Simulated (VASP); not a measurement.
## Ge2SbO3: single point with PBE

Ge2SbO3:

```
CELL_PARAMETERS angstrom
5.70618 0.00000 0.00000
-2.85309 4.94169 0.00000
0.00000 0.00000 2.94775
ATOMIC_POSITIONS crystal
Ge 0.33333 0.66667 0.00000
Ge 0.66667 0.33333 0.00000
Sb 0.00000 0.00000 0.00000
O 0.50000 0.00000 0.50000
O 0.00000 0.50000 0.50000
O 0.50000 0.50000 0.50000
```

The cell was generated, and may not be a known phase.

```yaml
Program: VASP 6.6.1
Task: single point
Functional: PBE
Potentials_or_basis: VASP PAW PBE potentials, release 64 (Ge_d, Sb, O)
Cutoff: 520 eV
k_mesh: 6 × 6 × 6
Occupations: gaussian, width 0.1 eV
Spin: no spin polarisation
```

```json
{"Pressure": "-0.1 GPa", "Band gap on the k mesh": "zero (an odd number of electrons rules out a gap without spin polarisation)"}
```

Stress tensor (GPa, compression positive):
```
-0.15  0.00  0.00
 0.00 -0.15  0.00
 0.00  0.00  0.08
```

Levels at points of the mesh, in eV from the Fermi level:
```csv
k point,band 22,band 23,band 24,band 25,band 26,band 27,band 28,band 29,band 30,band 31
"(0.00, 0.00, 0.00)",-2.89,-2.89,-2.40,0.67,0.67,1.50,1.50,1.97,6.49,6.61
"(0.50, 0.00, 0.00)",-2.89,-2.88,-2.73,-0.17,-0.15,-0.01,4.07,4.56,5.13,5.30
"(0.00, 0.00, 0.50)",-3.79,-2.59,-2.59,-2.04,-1.16,-1.16,2.10,2.12,5.75,5.75
"(0.50, 0.00, 0.50)",-3.22,-2.40,-2.32,-1.87,-0.47,0.08,1.34,3.09,4.33,4.94
```

It took 60 s on 1 thread of Oxide Virtual Turin-like Processor, with other jobs on the host, peak memory 0.2 GiB.

Caveat: spin-orbit coupling is left out, which moves the levels of the heavy elements; an odd number of electrons without spin polarisation forces a metal; a magnetic or distorted state may lie lower.
